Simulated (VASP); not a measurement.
# Y (Im-3m) in VASP: further runs

The runs below take Y through single point, with PBE.

Everything below comes from runs of VASP 6.6.1. Logs are shortened: lines on timing, memory, paths and dates and some standing lists are left out, and cuts for length are marked.

## Step 1: The cell of the first run

It takes space group Im-3m (No. 229, cubic). The conventional cell has a = 4.041 Å, b = 4.041 Å, c = 4.041 Å, α = 90.00°, β = 90.00°, γ = 90.00°. Y (site symmetry m-3m) has 14 Y at 3.50 to 4.04 Å within 4.6 Å.

This isn't the form of Y at room conditions, which is hcp.

## Step 2: Single point, PBE

Input file INCAR:

```
  ALGO = Normal
  EDIFF = 1E-6
  ENCUT = 520
  GGA = PE
  ISIF = 2
  ISMEAR = -1
  LASPH = T
  LCHARG = T
  LELF = T
  LREAL = F
  LVHAR = T
  LWAVE = F
  NBANDS = 12
  NELM = 60
  PREC = Accurate
  SIGMA = 0.05
```

Input file KPOINTS:

```
k-points
0
Gamma
  14 14 14
```

Input file POSCAR:

```
Y
1.0
   -2.0203104619      2.0203104619      2.0203104619
    2.0203104619     -2.0203104619      2.0203104619
    2.0203104619      2.0203104619     -2.0203104619
Y
1
Direct
    0.0000000000      0.0000000000      0.0000000000
```

Potentials or basis: VASP PAW PBE potentials, release 64 (Y_sv).

The run is started by

```console
> cat potpaw_PBE.64/Y_sv/POTCAR > POTCAR
> mpirun -np 1 vasp_std > vasp.out
```

OUTCAR:

```text
EDIFF = 1E-6
   ENCUT = 520
   GGA = PE
   ISIF = 2
   ISMEAR = -1
   LASPH = T
   LREAL = F
   NELM = 60
   PREC = Accurate

 ion  position               nearest neighbor table
   1  0.000  0.000  0.000-

  LATTYP: Found a body centered cubic cell.
 ALAT       =     4.0406209238

  Lattice vectors:

 A1 = (  -2.0203104619,   2.0203104619,   2.0203104619)
 A2 = (   2.0203104619,  -2.0203104619,   2.0203104619)
 A3 = (   2.0203104619,   2.0203104619,  -2.0203104619)

Analysis of symmetry for initial positions (statically):
=====================================================================
 Subroutine PRICEL returns:
 Original cell was already a primitive cell.

 Routine SETGRP: Setting up the symmetry group for a
 body centered cubic supercell.

 Subroutine GETGRP returns: Found 48 space group operations
 (whereof 48 operations were pure point group operations)
 out of a pool of 48 trial point group operations.

The static configuration has the point symmetry O_h .

Analysis of symmetry for dynamics (positions and initial velocities):
=====================================================================
 Subroutine PRICEL returns:
 Original cell was already a primitive cell.

 Routine SETGRP: Setting up the symmetry group for a
 body centered cubic supercell.

 Subroutine GETGRP returns: Found 48 space group operations
 (whereof 48 operations were pure point group operations)
 out of a pool of 48 trial point group operations.

The dynamic configuration has the point symmetry O_h .

 Subroutine INISYM returns: Found 48 space group operations
 (whereof 48 operations are pure point group operations),
 and found     1 'primitive' translations

----------------------------------------------------------------------------------------

                                     Primitive cell

  volume of cell :      32.9848

  direct lattice vectors                    reciprocal lattice vectors
    -2.020310462  2.020310462  2.020310462     0.000000000  0.247486715  0.247486715
     2.020310462 -2.020310462  2.020310462     0.247486715  0.000000000  0.247486715
     2.020310462  2.020310462 -2.020310462     0.247486715  0.247486715  0.000000000

  length of vectors
     3.499280367  3.499280367  3.499280367     0.349999069  0.349999069  0.349999069

  position of ions in fractional coordinates (direct lattice)
[... 82 lines left out ...]
   NFREE  =      0    steps in history (QN), initial steepest desc. (CG)
   ISIF   =      2    stress and relaxation
   ISYM   =      2    0-nonsym 1-usesym 2-fastsym
   POTIM  = 0.5000    time-step for ionic-motion
   TEBEG  =    0.0;   TEEND  =   0.0 temperature during run
   PSTRESS=    0.0 pullay stress
   NELECT =      11.0000    total number of electrons
   NUPDOWN=      -1.0000    fix difference up-down
   EMIN   =  10.00;   EMAX   =-10.00  energy-range for DOS
   EFERMI =   0.00;   METHOD = LEGACY
   ISMEAR =    -1;   SIGMA  =   0.05  broadening in eV -4-tet -1-fermi 0-gaus
   EFERMI_NEDOS =   21; number of points for ismear=-14 and -15
   IALGO  =     38    algorithm
   IMIX   =      4    mixing-type and parameters
     AMIX     =   0.40;   BMIX     =  1.00
     AMIX_MAG =   1.60;   BMIX_MAG =  1.00
  volume/ion in A,a.u.               =      32.98       222.59
  Fermi-wavevector in a.u.,A,eV,Ry     =   1.135275  2.145358 17.535850  1.288849
  Thomas-Fermi vector in A             =   2.271979
   LORBIT       =      0    0 simple, 1 ext, 2 COOP (PROOUT), +10 PAW based schemes
   GGA     = PE    functional components
   LHFCALC =     F    Hartree Fock is set to
   AEXX    =    0.0000 exact exchange contribution
   IVDW    =     0    specifies the selected vdW correction
   LEPSILON=     F    determine dielectric tensor
   LRPA    =     F    only Hartree local field effects (RPA)
 non-spin polarized calculation
  energy-cutoff  :      520.00
  volume of cell :       32.98
 maximum number of plane-waves:       935
 NGX is ok and might be reduce to    28
   NGX = 13   NGY = 13   NGZ = 13

 number of electron      11.0000001 magnetization

 Free energy of the ion-electron system (eV)
  ---------------------------------------------------
  ext. energy  EPLUGINS =         0.00000000
  ---------------------------------------------------
  free energy    TOTEN  =        -6.31947146 eV

  energy without entropy =       -6.29842806  energy(sigma->0) =       -6.30894976

 E-fermi :   3.1197     XC(G=0):  -9.4137

 val. band max:        3.1140653797   @ k =   0.3571   0.1429   0.0714
 cond. band min:       3.1266897126   @ k =   0.2143   0.1429   0.1429
 fundamental gap:      0.0126243330
 Fermi energy:         3.1196889922

 k-point     1 :       0.0000    0.0000    0.0000
  band No.  band energies     occupation
      1     -39.7567      2.00000
      2     -19.4557      2.00000
      3     -19.4557      2.00000
      4     -19.4557      2.00000
      5      -1.6903      2.00000
      6       4.7737      0.00000
      7       4.7737      0.00000
      8       4.7737      0.00000
      9       6.6778      0.00000
     10       6.6778      0.00000
     11      13.3537      0.00000
     12      13.3537      0.00000
[... 331 lines left out ...]
 k-point    24 :       0.3571    0.2857    0.0000
  band No.  band energies     occupation
      1     -39.6831      2.00000
      2     -19.8675      2.00000
      3     -19.7845      2.00000
      4     -19.5222      2.00000
      5       2.3706      2.00000
      6       2.9937      1.85097
      7       3.0614      1.52476
      8       6.7867      0.00000
      9       7.1118      0.00000
     10       9.3273      0.00000
     11      10.4889      0.00000
     12      11.4980      0.00000

 [... further k-points ...]

------------------------ aborting loop because EDIFF is reached ----------------------------------------

  FORCE on cell =-STRESS in cart. coord.  units (eV):
  Direction    XX          YY          ZZ          XY          YZ          ZX
  --------------------------------------------------------------------------------------
  -------------------------------------------------------------------------------------
  Total       -0.0191137     -0.0191137     -0.0191137      0.0000000      0.0000000      0.0000000
  in kB       -0.9284109     -0.9284109     -0.9284109      0.0000000      0.0000000      0.0000000
  external PRESSURE =      -0.9284109 kB  Pullay stress =       0.0000000 kB

 VOLUME and BASIS-vectors are now :
 -----------------------------------------------------------------------------
  energy-cutoff  :      520.00
  volume of cell :       32.98
      direct lattice vectors                 reciprocal lattice vectors
    -2.020310462  2.020310462  2.020310462     0.000000000  0.247486715  0.247486715
     2.020310462 -2.020310462  2.020310462     0.247486715  0.000000000  0.247486715
     2.020310462  2.020310462 -2.020310462     0.247486715  0.247486715  0.000000000

 POSITION                                       TOTAL-FORCE (eV/Angst)
 -----------------------------------------------------------------------------------
      0.00000      0.00000      0.00000        -0.000000      0.000000      0.000000
 -----------------------------------------------------------------------------------
    total drift:                               -0.000000     -0.000000     -0.000000

  FREE ENERGIE OF THE ION-ELECTRON SYSTEM (eV)
  ---------------------------------------------------
  free  energy   TOTEN  =        -6.3194714587 eV

  energy  without entropy=       -6.2984280646  energy(sigma->0) =       -6.30894976
```

OSZICAR:

```text
N       E                     dE             d eps       ncg     rms          rms(c)
DAV:   1     0.241153560749E+02    0.24115E+02   -0.55472E+03  2496   0.829E+02
DAV:   2    -0.520934537668E+01   -0.29325E+02   -0.28524E+02  3024   0.163E+02
DAV:   3    -0.651032293260E+01   -0.13010E+01   -0.12785E+01  3592   0.220E+01
DAV:   4    -0.654022454722E+01   -0.29902E-01   -0.29890E-01  2836   0.309E+00
DAV:   5    -0.654084767925E+01   -0.62313E-03   -0.62310E-03  3176   0.343E-01    0.240E+01
DAV:   6    -0.636068933842E+01    0.18016E+00   -0.20045E-01  2680   0.304E+00    0.146E+01
DAV:   7    -0.632348183210E+01    0.37208E-01   -0.30045E-01  2968   0.365E+00    0.110E+00
DAV:   8    -0.631979904432E+01    0.36828E-02   -0.38844E-02  2868   0.154E+00    0.185E-01
DAV:   9    -0.631951373414E+01    0.28531E-03   -0.91926E-04  2972   0.260E-01    0.959E-02
DAV:  10    -0.631947099780E+01    0.42736E-04   -0.19165E-04  2808   0.117E-01    0.309E-02
DAV:  11    -0.631947346555E+01   -0.24677E-05   -0.24531E-05  2824   0.411E-02    0.213E-02
DAV:  12    -0.631947178886E+01    0.16767E-05   -0.26878E-06  2728   0.142E-02    0.554E-03
DAV:  13    -0.631947145869E+01    0.33018E-06   -0.34958E-07  1488   0.455E-03
   1 F= -.63194715E+01 E0= -.63089498E+01  d E =-.210434E-01
```

stdout:

```text
POSCAR found type information on POSCAR Y
 POSCAR found :  1 types and       1 ions
 scaLAPACK will be used
 LDA part: xc-table for (Slater+PW92), standard interpolation
 POSCAR, INCAR and KPOINTS ok, starting setup
 FFT: planning ... GRIDC
 FFT: planning ... GRID_SOFT
 FFT: planning ... GRID
 WAVECAR not read
 entering main loop
```

Run time: 38 s. Hardware: 1 thread of Intel Xeon Platinum 8488C (Sapphire Rapids), shared host; peak memory 0.2 GiB.

Results:

```
Free energy            : -6.3195 eV
Pressure               : -0.1 GPa
Band gap on the k mesh : zero (an odd number of electrons rules out a gap without spin polarisation)
```

Levels at points of the mesh, in eV from the Fermi level:
| k point | band 1 | band 2 | band 3 | band 4 | band 5 | band 6 | band 7 | band 8 | band 9 | band 10 |
| --- | --- | --- | --- | --- | --- | --- | --- | --- | --- | --- |
| (0.00, 0.00, 0.00) | -42.88 | -22.58 | -22.58 | -22.58 | -4.81 | 1.65 | 1.65 | 1.65 | 3.56 | 3.56 |
| (0.50, 0.00, 0.00) | -42.81 | -23.11 | -22.75 | -22.58 | -1.99 | 0.18 | 0.73 | 3.49 | 4.13 | 5.78 |
| (0.50, 0.50, 0.50) | -42.76 | -22.95 | -22.95 | -22.95 | -1.45 | -1.45 | 5.24 | 5.24 | 5.24 | 5.43 |

## Step 3: Single point, PBE

Input file INCAR:

```
SYSTEM = Y
PREC = Accurate
ENCUT = 520
EDIFF = 1E-7
ISMEAR = -1
SIGMA = 0.05
LREAL = .False.
LASPH = .True.
NELM = 80
ALGO = Normal
ISIF = 2
LWAVE = .False.
LCHARG = .False.
GGA = PE
NBANDS = 12
```

Input file KPOINTS:

```
regular mesh
0
Gamma
  14 14 14
  0 0 0
```

POSCAR is that of step 2.

Potentials or basis: VASP PAW PBE potentials, release 64 (Y_sv).

The run is started by

```console
> cat potpaw_PBE.64/Y_sv/POTCAR > POTCAR
> mpirun -np 1 vasp_std > vasp.out
```

Run time: 39 s. Hardware: 1 thread of Intel Xeon Platinum 8488C (Sapphire Rapids), shared host; peak memory 0.2 GiB.

It converged, with:

```
Free energy            : -6.3195 eV
Pressure               : -0.1 GPa
Band gap on the k mesh : zero (an odd number of electrons rules out a gap without spin polarisation)
```

Levels at points of the mesh, in eV from the Fermi level:
```csv
k point,band 1,band 2,band 3,band 4,band 5,band 6,band 7,band 8,band 9,band 10
"(0.00, 0.00, 0.00)",-42.88,-22.58,-22.58,-22.58,-4.81,1.65,1.65,1.65,3.56,3.56
"(0.50, 0.00, 0.00)",-42.81,-23.11,-22.75,-22.58,-1.99,0.18,0.73,3.49,4.13,5.78
"(0.50, 0.50, 0.50)",-42.76,-22.95,-22.95,-22.95,-1.45,-1.45,5.24,5.24,5.24,5.43
```
